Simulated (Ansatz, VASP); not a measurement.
# K2Br: VASP beside Ansatz

```
CELL_PARAMETERS angstrom
-2.07464 2.07464 7.93228
2.07464 -2.07464 7.93228
2.07464 2.07464 -7.93228
ATOMIC_POSITIONS crystal
K 0.62395 0.62395 0.00000
K 0.37605 0.37605 0.00000
Br 0.00000 0.00000 0.00000
```

Alike in both runs: functional PBE; k mesh 16 × 16 × 16; occupations gaussian, width 0.1 eV; no spin polarisation.

Ansatz relaxed the structure, and its values are those at the end. VASP's run is a single point on that final structure, the one shown.

```csv
,VASP,Ansatz
version,VASP 6.6.1,Ansatz 0.2.0
potentials or method,"VASP PAW PBE potentials, release 64 (K_sv, Br), cutoff 520 eV","scalar-relativistic, plane waves, PAW"
valence electrons in the cell,25,25
```

```tsv
	VASP	Ansatz	Ansatz less VASP
gap on the k mesh at the Fermi level (eV)	none	none	-
pressure (GPa)	0.0	0.0	-0.01
```

A gap of «none» marks a metal or a gap that the smearing closes.
